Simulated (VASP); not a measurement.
The system is Te2Mo2Pt.

```
CELL_PARAMETERS angstrom
7.85209 0.00000 0.00000
0.00000 7.85209 0.00000
0.00000 0.00000 3.89649
ATOMIC_POSITIONS crystal
Te 0.67886 0.17886 0.50000
Te 0.32114 0.82114 0.50000
Te 0.17886 0.32114 0.50000
Te 0.82114 0.67886 0.50000
Mo 0.11772 0.61772 0.00000
Mo 0.88228 0.38228 0.00000
Mo 0.61772 0.88228 0.00000
Mo 0.38228 0.11772 0.00000
Pt 0.00000 0.00000 0.00000
Pt 0.50000 0.50000 0.00000
```

| Item | Value |
| --- | --- |
| Program | VASP 6.6.1 |
| Task | relaxation of cell and atoms |
| Functional | PBE |
| Potentials or basis | VASP PAW PBE potentials, release 64 (Te, Mo_sv, Pt) |
| Cutoff | 600 eV |
| k mesh | 2 × 2 × 4 |
| Occupations | gaussian, width 0.2 eV |
| Spin | no spin polarisation |

At the start: pressure -17.3 GPa; volume 24.02 Å³/atom.

**Question.** Where does the relaxation end?

**Answer.** Over 12 steps the energy falls by 394.2 meV/atom and the volume is 19.49 Å³/atom (-18.9 %); space group P4/mbm (No. 127, to 0.05 Å).

The path:
```
step  energy change (eV)  largest force (eV/Å)  pressure (GPa)  volume (Å³)
   1              0.0000                1.0424          -17.35       240.24
   2              1.5591                5.8385           48.96       160.54
   3             -3.0840                1.4285           -1.07       198.02
   4             -3.0915                1.5256           -0.13       196.72
   5             -3.0921                1.5875            0.47       195.91
   6             -3.5876                0.8474            1.70       192.25
   7             -3.7417                0.7864            3.66       189.30
   8             -3.8232                0.4137           -4.32       200.51
   9             -3.8723                0.4903           -1.53       196.12
  10             -3.9365                0.0840           -0.04       195.07
  11             -3.9365                0.0836           -0.04       195.07
  12             -3.9421                0.0642            0.19       194.90
```

Final structure:
```
Te Mo Pt
1.0
     7.09516    0.00000    0.00000
     0.00000    7.09516    0.00000
     0.00000    0.00000    3.87148
Te Mo Pt
4 4 2
Direct
  0.66207 0.16207 0.50000
  0.33793 0.83793 0.50000
  0.16207 0.33793 0.50000
  0.83793 0.66207 0.50000
  0.12903 0.62903 0.00000
  0.87097 0.37097 0.00000
  0.62903 0.87097 0.00000
  0.37097 0.12903 0.00000
  0.00000 0.00000 0.00000
  0.50000 0.50000 0.00000
```

Caveat: the k points lie up to 0.44 Å⁻¹ apart in the final cell; the volume moved by over 15 % at a fixed basis, so the end points are rough; the relaxation stopped at a loose force limit of 0.08 eV/Å, so its end isn't a converged minimum.
